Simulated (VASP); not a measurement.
# SiO2 (Im-3m) in VASP: a series of runs

The runs below take SiO2 through single point, relaxation of cell and atoms, with LDA.

All numbers are computed with VASP 6.6.1; they aren't measurements. Logs are shortened: lines on timing, memory, paths and dates and some standing lists are left out, and cuts for length are marked.

## Step 1: The cell of the first run

It takes space group Im-3m (No. 229, cubic). The conventional cell has a = 9.442 Å, b = 9.442 Å, c = 9.442 Å, α = 90.00°, β = 90.00°, γ = 90.00°. Si (site symmetry 3m) has 4 O at 1.52 to 1.57 Å within 2.0 Å. O (site symmetry -3m) has 2 Si at 1.52 Å within 2.0 Å. Within 2.1 Å of O (site symmetry mm2) lie 2 Si at 1.57 Å.

## Step 2: Single point, LDA (17.54 Å³/atom)

Input file INCAR:

```
SYSTEM = SiO2
PREC = Accurate
ENCUT = 520
EDIFF = 1E-6
ISMEAR = 0
SIGMA = 0.02
LREAL = Auto
LASPH = .True.
NELM = 60
ALGO = Normal
ISIF = 2
LWAVE = .False.
LCHARG = .False.
NBANDS = 82
```

Input file KPOINTS:

```
regular mesh
0
Gamma
  4 4 4
  0 0 0
```

Input file POSCAR:

```
SiO2
1.0
   -4.7211275622      4.7211275622      4.7211275622
    4.7211275622     -4.7211275622      4.7211275622
    4.7211275622      4.7211275622     -4.7211275622
Si O
8 16
Direct
    0.3138485120      0.3138485120      0.3138485120
    0.0000000000      0.3138485120      0.0000000000
    0.0000000000      0.0000000000      0.3138485120
    0.3138485120      0.0000000000      0.0000000000
    0.0000000000      0.0000000000      0.6861514880
    0.6861514880      0.0000000000      0.0000000000
    0.0000000000      0.6861514880      0.0000000000
    0.6861514880      0.6861514880      0.6861514880
    0.5000000000      0.5000000000      0.5000000000
    0.0000000000      0.5000000000      0.0000000000
    0.0000000000      0.0000000000      0.5000000000
    0.5000000000      0.0000000000      0.0000000000
    0.1958181437      0.1958181437      0.3916362874
    0.1958181437      0.3916362874      0.1958181437
    0.8041818563      0.0000000000      0.1958181437
    0.0000000000      0.8041818563      0.1958181437
    0.3916362874      0.1958181437      0.1958181437
    0.1958181437      0.8041818563      0.0000000000
    0.8041818563      0.1958181437      0.0000000000
    0.1958181437      0.0000000000      0.8041818563
    0.6083637126      0.8041818563      0.8041818563
    0.8041818563      0.6083637126      0.8041818563
    0.0000000000      0.1958181437      0.8041818563
    0.8041818563      0.8041818563      0.6083637126
```

Potentials or basis: VASP PAW LDA potentials, release 64 (Si, O).

On the command line:

```bash
cat potpaw_LDA.64/Si/POTCAR potpaw_LDA.64/O/POTCAR > POTCAR
mpirun -np 1 vasp_std > vasp.out
```

OUTCAR:

```text
SYSTEM = SiO2
   PREC = Accurate
   ENCUT = 520
   EDIFF = 1E-6
   ISMEAR = 0
   LREAL = Auto
   LASPH = .True.
   NELM = 60
   ISIF = 2

 ion  position               nearest neighbor table
   1  0.314  0.314  0.314-   9 1.52  13 1.57  14 1.57  17 1.57   3 2.96   4 2.96   2 2.96   8 3.04

   2  0.000  0.314  0.000-  10 1.52  19 1.57  23 1.57  14 1.57   5 2.96   6 2.96   1 2.96   7 3.04

   3  0.000  0.000  0.314-  11 1.52  15 1.57  16 1.57  13 1.57   6 2.96   7 2.96   1 2.96   5 3.04
[... 13 lines left out ...]
  11  0.000  0.000  0.500-   3 1.52   5 1.52
  12  0.500  0.000  0.000-   4 1.52   6 1.52
  13  0.196  0.196  0.392-   1 1.57   3 1.57
  14  0.196  0.392  0.196-   1 1.57   2 1.57
[... 8 lines left out ...]
  23  0.000  0.196  0.804-   2 1.57   5 1.57
  24  0.804  0.804  0.608-   8 1.57   5 1.57

  LATTYP: Found a body centered cubic cell.
 ALAT       =     9.4422551244

  Lattice vectors:

 A1 = (  -4.7211275622,   4.7211275622,   4.7211275622)
 A2 = (   4.7211275622,  -4.7211275622,   4.7211275622)
 A3 = (   4.7211275622,   4.7211275622,  -4.7211275622)

Analysis of symmetry for initial positions (statically):
=====================================================================
 Subroutine PRICEL returns:
 Original cell was already a primitive cell.

 Routine SETGRP: Setting up the symmetry group for a
 body centered cubic supercell.

 Subroutine GETGRP returns: Found 48 space group operations
 (whereof 48 operations were pure point group operations)
 out of a pool of 48 trial point group operations.

The static configuration has the point symmetry O_h .

Analysis of symmetry for dynamics (positions and initial velocities):
=====================================================================
 Subroutine PRICEL returns:
 Original cell was already a primitive cell.

 Routine SETGRP: Setting up the symmetry group for a
 body centered cubic supercell.

 Subroutine GETGRP returns: Found 48 space group operations
 (whereof 48 operations were pure point group operations)
 out of a pool of 48 trial point group operations.

The dynamic configuration has the point symmetry O_h .

 Subroutine INISYM returns: Found 48 space group operations
 (whereof 48 operations are pure point group operations),
 and found     1 'primitive' translations

----------------------------------------------------------------------------------------

                                     Primitive cell

[... 123 lines left out ...]
   ISIF   =      2    stress and relaxation
   ISYM   =      2    0-nonsym 1-usesym 2-fastsym
   POTIM  = 0.5000    time-step for ionic-motion
   TEBEG  =    0.0;   TEEND  =   0.0 temperature during run
   PSTRESS=    0.0 pullay stress
   NELECT =     128.0000    total number of electrons
   NUPDOWN=      -1.0000    fix difference up-down
   EMIN   =  10.00;   EMAX   =-10.00  energy-range for DOS
   EFERMI =   0.00;   METHOD = LEGACY
   ISMEAR =     0;   SIGMA  =   0.02  broadening in eV -4-tet -1-fermi 0-gaus
   EFERMI_NEDOS =   21; number of points for ismear=-14 and -15
   IALGO  =     38    algorithm
   IMIX   =      4    mixing-type and parameters
     AMIX     =   0.40;   BMIX     =  1.00
     AMIX_MAG =   1.60;   BMIX_MAG =  1.00
  volume/ion in A,a.u.               =      17.54       118.35
  Fermi-wavevector in a.u.,A,eV,Ry     =   1.100895  2.080389 16.489839  1.211969
  Thomas-Fermi vector in A             =   2.237313
   LORBIT       =      0    0 simple, 1 ext, 2 COOP (PROOUT), +10 PAW based schemes
   GGA     = CA    functional components
   LHFCALC =     F    Hartree Fock is set to
   AEXX    =    0.0000 exact exchange contribution
   IVDW    =     0    specifies the selected vdW correction
   LEPSILON=     F    determine dielectric tensor
   LRPA    =     F    only Hartree local field effects (RPA)
 non-spin polarized calculation
 Gauss-broadening in eV      SIGMA  =   0.02
  energy-cutoff  :      520.00
  volume of cell :      420.92
 maximum number of plane-waves:     11393
 NGX is ok and might be reduce to    64
   NGX = 31   NGY = 31   NGZ = 31

 number of electron     127.9999903 magnetization

 Free energy of the ion-electron system (eV)
  ---------------------------------------------------
  ext. energy  EPLUGINS =         0.00000000
  ---------------------------------------------------
  free energy    TOTEN  =      -204.29880037 eV

  energy without entropy =     -204.29880037  energy(sigma->0) =     -204.29880037

 E-fermi :  -1.6517     XC(G=0):  -7.4604

 val. band max:       -1.7706637614   @ k =   0.0000   0.0000   0.0000
 cond. band min:       3.4152610922   @ k =   0.0000   0.0000   0.0000
 fundamental gap:      5.1859248536
 Fermi energy:        -1.6516664166

 k-point     1 :       0.0000    0.0000    0.0000
  band No.  band energies     occupation
      1     -21.4500      2.00000
      2     -20.4231      2.00000
      3     -20.4231      2.00000
      4     -20.4231      2.00000
      5     -20.3830      2.00000
      6     -20.3830      2.00000
[... 621 lines left out ...]
     75       8.5065      0.00000
     76       8.6725      0.00000
 [bands above 76 left out]

------------------------ aborting loop because EDIFF is reached ----------------------------------------

  FORCE on cell =-STRESS in cart. coord.  units (eV):
  Direction    XX          YY          ZZ          XY          YZ          ZX
  --------------------------------------------------------------------------------------
  -------------------------------------------------------------------------------------
  Total       42.1840302     42.1840302     42.1840302      0.0000000      0.0000000     -0.0000000
  in kB      160.5689085    160.5689085    160.5689085      0.0000000      0.0000000     -0.0000000
  external PRESSURE =     160.5689085 kB  Pullay stress =       0.0000000 kB

 VOLUME and BASIS-vectors are now :
 -----------------------------------------------------------------------------
  energy-cutoff  :      520.00
  volume of cell :      420.92
      direct lattice vectors                 reciprocal lattice vectors
    -4.721127562  4.721127562  4.721127562     0.000000000  0.105906903  0.105906903
     4.721127562 -4.721127562  4.721127562     0.105906903  0.000000000  0.105906903
     4.721127562  4.721127562 -4.721127562     0.105906903  0.105906903  0.000000000

 POSITION                                       TOTAL-FORCE (eV/Angst)
 -----------------------------------------------------------------------------------
      1.48172      1.48172      1.48172         0.067081      0.067081      0.067081
      1.48172     -1.48172      1.48172         0.067081     -0.067081      0.067081
      1.48172      1.48172     -1.48172         0.067081      0.067081     -0.067081
     -1.48172      1.48172      1.48172        -0.067081      0.067081      0.067081
      3.23941      3.23941     -3.23941        -0.067081     -0.067081      0.067081
     -3.23941      3.23941      3.23941         0.067081     -0.067081     -0.067081
[... 16 lines left out ...]
      4.72113      2.87216     -2.87216         0.000000     -0.007402      0.007402
      2.87216      2.87216      4.72113        -0.007402     -0.007402      0.000000
 -----------------------------------------------------------------------------------
    total drift:                               -0.000000     -0.000000      0.000000

  FREE ENERGIE OF THE ION-ELECTRON SYSTEM (eV)
  ---------------------------------------------------
  free  energy   TOTEN  =      -204.2988003725 eV

  energy  without entropy=     -204.2988003725  energy(sigma->0) =     -204.29880037
```

OSZICAR:

```text
N       E                     dE             d eps       ncg     rms          rms(c)
DAV:   1     0.996830048702E+03    0.99683E+03   -0.64171E+04  1328   0.139E+03
DAV:   2    -0.136291138680E+03   -0.11331E+04   -0.11005E+04  1680   0.341E+02
DAV:   3    -0.233824110452E+03   -0.97533E+02   -0.97113E+02  1544   0.109E+02
DAV:   4    -0.235529687662E+03   -0.17056E+01   -0.17022E+01  1592   0.158E+01
DAV:   5    -0.235570706066E+03   -0.41018E-01   -0.40985E-01  1584   0.232E+00    0.485E+01
DAV:   6    -0.205575514284E+03    0.29995E+02   -0.11739E+02  1496   0.368E+01    0.245E+01
DAV:   7    -0.204715687811E+03    0.85983E+00   -0.41809E+00  1600   0.655E+00    0.838E+00
DAV:   8    -0.204348957902E+03    0.36673E+00   -0.31767E-01  1592   0.228E+00    0.331E+00
DAV:   9    -0.204279449689E+03    0.69508E-01   -0.11582E-01  1584   0.131E+00    0.462E-01
DAV:  10    -0.204289452623E+03   -0.10003E-01   -0.14557E-02  1480   0.521E-01    0.235E-01
DAV:  11    -0.204294429497E+03   -0.49769E-02   -0.31151E-03  1480   0.243E-01    0.126E-01
DAV:  12    -0.204298277487E+03   -0.38480E-02   -0.15099E-03  1456   0.124E-01    0.583E-02
DAV:  13    -0.204298765889E+03   -0.48840E-03   -0.28745E-04  1528   0.681E-02    0.288E-02
DAV:  14    -0.204298796686E+03   -0.30798E-04   -0.58102E-05  1536   0.309E-02    0.950E-03
DAV:  15    -0.204298799450E+03   -0.27631E-05   -0.10503E-05  1568   0.127E-02    0.592E-03
DAV:  16    -0.204298800373E+03   -0.92300E-06   -0.36580E-06  1368   0.832E-03
   1 F= -.20429880E+03 E0= -.20429880E+03  d E =-.313972E-18
```

Run time: 9 min. Hardware: 1 thread of Intel Xeon Platinum 8259CL at 2.50GHz (Skylake/Cascade Lake), shared host; peak memory 0.51 GiB.

Results:

- Free energy: -204.2988 eV
- Pressure: 16.1 GPa
- Largest force: 0.116 eV/Å
- Band gap on the k mesh: 5.19 eV

Forces on the atoms (eV/Å):
```
Si   0.067  0.067  0.067
Si   0.067 -0.067  0.067
Si   0.067  0.067 -0.067
Si  -0.067  0.067  0.067
Si  -0.067 -0.067  0.067
Si   0.067 -0.067 -0.067
Si  -0.067  0.067 -0.067
Si  -0.067 -0.067 -0.067
O    0.000  0.000  0.000
O    0.000  0.000  0.000
O    0.000  0.000  0.000
O    0.000  0.000  0.000
O    0.007  0.007  0.000
O    0.007  0.000  0.007
O    0.007  0.000 -0.007
O    0.000  0.007 -0.007
O    0.000  0.007  0.007
O   -0.007  0.007  0.000
O    0.007 -0.007  0.000
O   -0.007  0.000  0.007
O    0.000 -0.007 -0.007
O   -0.007  0.000 -0.007
O    0.000 -0.007  0.007
O   -0.007 -0.007  0.000
```

Levels at points of the mesh, in eV from the valence-band top:
```
           k point  band 60  band 61  band 62  band 63  band 64  band 65  band 66  band 67  band 68  band 69
(0.00, 0.00, 0.00)    -1.07    -0.03     0.00     0.00     0.00     5.19     7.32     9.09     9.09     9.09
(0.50, 0.00, 0.00)    -0.37    -0.29    -0.24    -0.12    -0.04     5.58     7.30     7.92     8.67     8.76
(0.50, 0.50, 0.50)    -0.85    -0.85    -0.06    -0.01    -0.01     5.77     8.06     8.06     8.06     8.21
```

Caveat: the cell stands under pressure.

## Step 3: Single point, LDA (18.14 Å³/atom)

This run uses another cell than the first one, of 18.14 Å³/atom.

Input file INCAR:

```
PREC = Accurate
ENCUT = 520
EDIFF = 1E-6
ISMEAR = 0
SIGMA = 0.02
LREAL = Auto
LASPH = True
NELM = 60
ALGO = Normal
ISIF = 2
LWAVE = False
LCHARG = False
NBANDS = 82
```

Input file KPOINTS:

```
Automatic mesh
0
Gamma
  4 4 4
```

Input file POSCAR:

```
SiO2
1.0
   -4.7741783796      4.7741783796      4.7741783796
    4.7741783796     -4.7741783796      4.7741783796
    4.7741783796      4.7741783796     -4.7741783796
Si O
8 16
Direct
    0.3139480937      0.3139480937      0.3139480937
    0.0000000000      0.3139480937      0.0000000000
    0.0000000000      0.0000000000      0.3139480937
    0.3139480937      0.0000000000      0.0000000000
    0.0000000000      0.0000000000      0.6860519063
    0.6860519063      0.0000000000      0.0000000000
    0.0000000000      0.6860519063      0.0000000000
    0.6860519063      0.6860519063      0.6860519063
    0.5000000000      0.5000000000      0.5000000000
    0.0000000000      0.5000000000      0.0000000000
    0.0000000000      0.0000000000      0.5000000000
    0.5000000000      0.0000000000      0.0000000000
    0.1939142370      0.1939142370      0.3878284739
    0.1939142370      0.3878284739      0.1939142370
    0.8060857630      0.0000000000      0.1939142370
    0.0000000000      0.8060857630      0.1939142370
    0.3878284739      0.1939142370      0.1939142370
    0.1939142370      0.8060857630      0.0000000000
    0.8060857630      0.1939142370      0.0000000000
    0.1939142370      0.0000000000      0.8060857630
    0.6121715261      0.8060857630      0.8060857630
    0.8060857630      0.6121715261      0.8060857630
    0.0000000000      0.1939142370      0.8060857630
    0.8060857630      0.8060857630      0.6121715261
```

Potentials or basis: VASP PAW LDA potentials, release 64 (Si, O).

On the command line:

```bash
cat potpaw_LDA.64/Si/POTCAR potpaw_LDA.64/O/POTCAR > POTCAR
mpirun -np 1 vasp_std > vasp.out
```

Wall time 12 min (1 thread of Intel Xeon Platinum 8259CL at 2.50GHz (Skylake/Cascade Lake), shared host); peak memory 0.51 GiB.

The run converged. Its results:

```
Free energy            : -205.5399 eV
Pressure               : 11.4 GPa
Largest force          : 0.101 eV/Å
Band gap on the k mesh : 5.38 eV
```

Forces on the atoms (eV/Å):
```
Si   0.058  0.058  0.058
Si   0.058 -0.058  0.058
Si   0.058  0.058 -0.058
Si  -0.058  0.058  0.058
Si  -0.058 -0.058  0.058
Si   0.058 -0.058 -0.058
Si  -0.058  0.058 -0.058
Si  -0.058 -0.058 -0.058
O    0.000  0.000  0.000
O    0.000  0.000  0.000
O    0.000  0.000  0.000
O    0.000  0.000  0.000
O    0.008  0.008  0.000
O    0.008  0.000  0.008
O    0.008  0.000 -0.008
O    0.000  0.008 -0.008
O    0.000  0.008  0.008
O   -0.008  0.008  0.000
O    0.008 -0.008  0.000
O   -0.008  0.000  0.008
O    0.000 -0.008 -0.008
O   -0.008  0.000 -0.008
O    0.000 -0.008  0.008
O   -0.008 -0.008  0.000
```

Levels at points of the mesh, in eV from the valence-band top:
```tsv
k point	band 61	band 62	band 63	band 64	band 65	band 66	band 67	band 68
(0.00, 0.00, 0.00)	-0.03	-0.03	-0.03	0.00	5.38	7.35	9.00	9.00
(0.50, 0.00, 0.00)	-0.33	-0.27	-0.14	-0.01	5.85	7.24	7.84	8.61
(0.50, 0.50, 0.50)	-0.81	-0.05	-0.05	-0.03	6.07	8.02	8.02	8.02
```

Caveat: the cell stands under pressure. A k mesh can miss the band edges.

## Step 4: Single point, LDA (18.73 Å³/atom)

This run uses another cell than the first one, of 18.73 Å³/atom.

Input file INCAR:

```
SYSTEM = SiO2
PREC = Accurate
ENCUT = 520
EDIFF = 1E-7
ISMEAR = 0
SIGMA = 0.02
LREAL = Auto
LASPH = .True.
NELM = 80
ALGO = Normal
ISIF = 2
LWAVE = .False.
LCHARG = .False.
NBANDS = 82
```

Input file KPOINTS:

```
regular mesh
0
Gamma
  4 4 4
  0 0 0
```

Input file POSCAR:

```
SiO2
1.0
   -4.8260756888      4.8260756888      4.8260756888
    4.8260756888     -4.8260756888      4.8260756888
    4.8260756888      4.8260756888     -4.8260756888
Si O
8 16
Direct
    0.3139386248      0.3139386248      0.3139386248
    0.0000000000      0.3139386248      0.0000000000
    0.0000000000      0.0000000000      0.3139386248
    0.3139386248      0.0000000000      0.0000000000
    0.0000000000      0.0000000000      0.6860613752
    0.6860613752      0.0000000000      0.0000000000
    0.0000000000      0.6860613752      0.0000000000
    0.6860613752      0.6860613752      0.6860613752
    0.5000000000      0.5000000000      0.5000000000
    0.0000000000      0.5000000000      0.0000000000
    0.0000000000      0.0000000000      0.5000000000
    0.5000000000      0.0000000000      0.0000000000
    0.1921567271      0.1921567271      0.3843134542
    0.1921567271      0.3843134542      0.1921567271
    0.8078432729      0.0000000000      0.1921567271
    0.0000000000      0.8078432729      0.1921567271
    0.3843134542      0.1921567271      0.1921567271
    0.1921567271      0.8078432729      0.0000000000
    0.8078432729      0.1921567271      0.0000000000
    0.1921567271      0.0000000000      0.8078432729
    0.6156865458      0.8078432729      0.8078432729
    0.8078432729      0.6156865458      0.8078432729
    0.0000000000      0.1921567271      0.8078432729
    0.8078432729      0.8078432729      0.6156865458
```

On the command line:

```bash
cat potpaw_LDA.64/Si/POTCAR potpaw_LDA.64/O/POTCAR > POTCAR
mpirun -np 1 vasp_std > vasp.out
```

Run time: 13 min. Hardware: 1 thread of Intel Xeon Platinum 8259CL at 2.50GHz (Skylake/Cascade Lake), shared host; peak memory 0.51 GiB.

Results (log left out):

```yaml
Free_energy: -206.3870 eV
Pressure: 7.3 GPa
Largest_force: 0.085 eV/Å
Band_gap_on_the_k_mesh: 5.49 eV
```

Forces in eV/Å, atoms in the order of the input:
```
Si   0.049  0.049  0.049
Si   0.049 -0.049  0.049
Si   0.049  0.049 -0.049
Si  -0.049  0.049  0.049
Si  -0.049 -0.049  0.049
Si   0.049 -0.049 -0.049
Si  -0.049  0.049 -0.049
Si  -0.049 -0.049 -0.049
O    0.000  0.000  0.000
O    0.000  0.000  0.000
O    0.000  0.000  0.000
O    0.000  0.000  0.000
O    0.012  0.012  0.000
O    0.012  0.000  0.012
O    0.012  0.000 -0.012
O    0.000  0.012 -0.012
O    0.000  0.012  0.012
O   -0.012  0.012  0.000
O    0.012 -0.012  0.000
O   -0.012  0.000  0.012
O    0.000 -0.012 -0.012
O   -0.012  0.000 -0.012
O    0.000 -0.012  0.012
O   -0.012 -0.012  0.000
```

Levels at points of the mesh, in eV from the valence-band top:
| k point | band 62 | band 63 | band 64 | band 65 | band 66 | band 67 |
| --- | --- | --- | --- | --- | --- | --- |
| (0.00, 0.00, 0.00) | -0.07 | -0.07 | 0.00 | 5.49 | 7.37 | 8.86 |
| (0.50, 0.00, 0.00) | -0.30 | -0.18 | -0.01 | 6.04 | 7.15 | 7.75 |
| (0.50, 0.50, 0.50) | -0.10 | -0.10 | -0.02 | 6.31 | 7.90 | 7.90 |

Caveat: the cell stands under pressure.

(Part 1 of 2 ends here.)
